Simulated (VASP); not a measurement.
A run of VASP 6.6.1:

File INCAR:

```
SYSTEM = TePb
PREC     = Accurate       ! precision mode
ENCUT    = 520            ! plane-wave cutoff, eV
EDIFF    = 1E-7           ! SCF threshold, eV
ISMEAR   = -1             ! smearing method
SIGMA    = 0.02           ! smearing width, eV
LREAL    = .False.        ! projectors in reciprocal space
LASPH    = .True.         ! aspherical terms in the spheres
NELM     = 60             ! most SCF steps
ALGO     = Normal         ! electronic algorithm
ISIF     = 2              ! what is computed and relaxed
LWAVE    = .False.        ! write WAVECAR
LCHARG   = .False.        ! write CHGCAR
GGA      = PE             ! functional
NBANDS   = 17             ! bands
```

The input KPOINTS:

```
regular mesh
0
Gamma
  8 8 8
  0 0 0
```

The input POSCAR:

```
TePb
1.0
    0.0000000000      3.0903933064      3.0903933064
    3.0903933064      0.0000000000      3.0903933064
    3.0903933064      3.0903933064      0.0000000000
Pb Te
1 1
Direct
    0.0000000000      0.0000000000      0.0000000000
    0.5000000000      0.5000000000      0.5000000000
```

Potentials or basis: VASP PAW PBE potentials, release 64 (Pb_d, Te).

The run is started by

```sh
$ cat potpaw_PBE.64/Pb_d/POTCAR potpaw_PBE.64/Te/POTCAR > POTCAR
$ mpirun -np 1 vasp_std > vasp.out
```

Hardware: 1 thread of AMD EPYC 7R43 64-Core Processor (Zen 3), with other jobs on the host.

Question: Estimate the wall time of this run.

Answer: It took 34 s on 1 thread of AMD EPYC 7R43 64-Core Processor (Zen 3), with other jobs on the host, peak memory 0.18 GiB. Counts: scf iterations 15, k points 29.
